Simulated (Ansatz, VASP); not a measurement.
One calculation of Zr2O, two programs

File INCAR:

```
SYSTEM = Zr2O
PREC = Accurate
ENCUT = 520
EDIFF = 1E-6
ISMEAR = 0
SIGMA = 0.15
LREAL = .False.
LASPH = .True.
NELM = 60
ALGO = Normal
ISIF = 2
LWAVE = .False.
LCHARG = .True.
GGA = PS
LELF = .True.
LVHAR = .True.
NBANDS = 39
```

The input KPOINTS:

```
Automatic mesh
0
Gamma
  10 10 10
  0 0 0
```

The input POSCAR:

```
Zr2O
1.0
    4.6562795393      0.0000000000      0.0000000000
    0.0000000000      4.6562795393      0.0000000000
    0.0000000000      0.0000000000      4.8722925076
Zr O
4 2
Direct
    0.2500000000      0.2500000000      0.7500000000
    0.7500000000      0.2500000000      0.2500000000
    0.2500000000      0.7500000000      0.2500000000
    0.7500000000      0.7500000000      0.7500000000
    0.0000000000      0.0000000000      0.0000000000
    0.5000000000      0.5000000000      0.5000000000
```

Input for Ansatz:

```yaml
crystal:
  lattice:
    - [4.6562795393, 0.0, 0.0]
    - [0.0, 4.6562795393, 0.0]
    - [0.0, 0.0, 4.8722925076]
  atoms:
    - { symbol: Zr, position: [0.25, 0.25, 0.75] }
    - { symbol: Zr, position: [0.75, 0.25, 0.25] }
    - { symbol: Zr, position: [0.25, 0.75, 0.25] }
    - { symbol: Zr, position: [0.75, 0.75, 0.75] }
    - { symbol: O, position: [0.0, 0.0, 0.0] }
    - { symbol: O, position: [0.5, 0.5, 0.5] }
basis:
  ecutwfc: 420
kpoints:
  mp_grid: { grid: [10, 10, 10] }
hamiltonian:
  xc: pbesol
scf:
  occupations: { method: gaussian, width: 0.15 }
output:
  forces: true
  stress: true
  eigenvalues: true
```

Change from the starting cell: strain -0.030 along x and y, +0.015 along z, atoms carried along.

Alike in both runs: task single point; functional PBEsol; k mesh 10 × 10 × 10; occupations gaussian, width 0.15 eV; no spin polarisation.

|  | VASP | Ansatz |
| --- | --- | --- |
| version | VASP 6.6.1 | Ansatz 0.2.0 |
| potentials or method | VASP PAW PBE potentials, release 64 (Zr_sv, O), cutoff 520 eV | scalar-relativistic, plane waves, PAW |
| valence electrons in the cell | 60 | 60 |

```tsv
	VASP	Ansatz	Ansatz less VASP
gap on the k mesh at the Fermi level (eV)	none	none	-
pressure (GPa)	7.3	7.0	-0.30
traceless stress, the component that is largest in VASP (GPa)	-1.48	-1.50	-0.022
```

VASP's potentials were made for PBE, not for PBEsol. A gap of «none» marks a metal or a gap that the smearing closes.
